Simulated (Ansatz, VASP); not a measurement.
SrO in VASP and in Ansatz

```
Sr O
1.0
     3.10287    0.00000    0.00000
     0.00000    3.10287    0.00000
     0.00000    0.00000    3.10287
Sr O
1 1
Cartesian
  0.0000 0.0000 0.0000
  1.5514 1.5514 1.5514
```

Alike in both runs: task single point; functional LDA; k mesh 8 × 8 × 8; no spin polarisation.

```csv
,VASP,Ansatz
version,VASP 6.6.1,Ansatz 0.2.0
potentials or method,"VASP PAW LDA potentials, release 64 (Sr_sv, O)","plane waves, PAW"
plane-wave cutoff (eV),520,420
occupations,"gaussian, width 0.01 eV",fixed
valence electrons in the cell,16,16
```

Ansatz gave:

| Quantity | Value |
| --- | --- |
| gap on the k mesh at the Fermi level (eV) | 2.67 |
| pressure (GPa) | -6.1 |

Task: What did VASP give for the same quantities?

Result: gap on the k mesh at the Fermi level (eV): 2.60; pressure (GPa): -5.2.

LDA's correlation is that of Perdew and Zunger in VASP and of Perdew and Wang (1992) in Ansatz.
